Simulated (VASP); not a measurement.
Write the native input for VASP 6.6.1 that does the following.

| Property | Result |
| --- | --- |
| Task | single point |
| Functional | PBEsol |
| Potentials or basis | VASP PAW PBE potentials, release 64 (Ni, Al) |
| Cutoff | 520 eV |
| k mesh | 10 × 10 × 9 |
| Occupations | fermi-dirac, width 0.05 eV |
| Spin | collinear spin, ferromagnetic start |
| Starting moments | [1.0, 0.0] μB |
| Dipole correction | no |
| Further INCAR settings | ALGO = Normal; EDIFF = 1e-07; NBANDS = 18 |

The structure of AlNi lies in POSCAR:

```
AlNi
1.0
    1.9124922205     -1.9267924526      0.0000000000
    1.9124922205      1.9267924526      0.0000000000
    0.0000000000      0.0000000000      3.0575407166
Ni Al
1 1
Direct
    0.5000000000      0.5000000000      0.5000000000
    0.0000000000      0.0000000000      0.0000000000
```

One way to write it, as run:

INCAR

```
PREC = Accurate
ENCUT = 520
EDIFF = 1E-7
ISMEAR = -1
SIGMA = 0.05
LREAL = F
LASPH = T
NELM = 150
ALGO = Normal
ISIF = 2
LWAVE = F
LCHARG = T
ISPIN = 2
MAGMOM = 1 0
LORBIT = 11
LMAXMIX = 4
GGA = PS
LELF = T
LVHAR = T
NBANDS = 18
```

KPOINTS

```
regular mesh
0
Gamma
  10 10 9
```

Potentials or basis: VASP PAW PBE potentials, release 64 (Ni, Al).

The run is started by

```console
$ cat potpaw_PBE.64/Ni/POTCAR potpaw_PBE.64/Al/POTCAR > POTCAR
$ mpirun -np 1 vasp_std > vasp.out
```

It gave:

```json
{"Pressure": "8.4 GPa", "Net moment": "0.00 μB per cell", "Valence electrons inside the program's atomic spheres": "Ni 9.58; Al 0.83"}
```

Caveat: the stress differs along the axes, from 3 to 12 GPa; the moments typed at the start vanished in this run; the PAW data sets were made with another functional, which shifts forces and pressure a little.

Run time: 2.6 min on 1 thread of Intel Xeon 8259CL, with other jobs on the host, peak memory 0.21 GiB.
